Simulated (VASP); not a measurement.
GaSb:

```
Ga Sb
1.0
     0.00000    3.05900    3.05900
     3.05900    0.00000    3.05900
     3.05900    3.05900    0.00000
Ga Sb
1 1
Direct
  0.00000 0.00000 0.00000
  0.25000 0.25000 0.25000
```

| Property | Result |
| --- | --- |
| Program | VASP 6.6.1 |
| Task | relaxation of cell and atoms |
| Functional | pbesol exchange, lda correlation |
| Potentials or basis | VASP PAW PBE potentials, release 64 (Ga_d, Sb) |
| Cutoff | 500 eV |
| k mesh | 5 × 5 × 5 |
| Occupations | gaussian, width 0.01 eV |
| Spin | no spin polarisation |

At the start: pressure 4.3 GPa; volume 28.62 Å³/atom.

Where does the relaxation end?

Over 3 steps the energy falls by 33.0 meV/atom and the volume is 31.28 Å³/atom (+9.3 %); space group F-43m (No. 216, to 0.1 Å) before and after.

The path:
```tsv
step	energy change (eV)	largest force (eV/Å)	pressure (GPa)	volume (Å³)
1	0.0000	0.0000	4.33	57.25
2	-0.0627	0.0000	-0.75	63.90
3	-0.0659	0.0000	0.01	62.57
```

Final structure:
```
CELL_PARAMETERS angstrom
0.00000 3.15093 3.15093
3.15093 0.00000 3.15093
3.15093 3.15093 0.00000
ATOMIC_POSITIONS crystal
Ga 0.00000 0.00000 0.00000
Sb 0.25000 0.25000 0.25000
```

Caveat: the PAW data sets were made with another functional, which shifts forces and pressure a little.
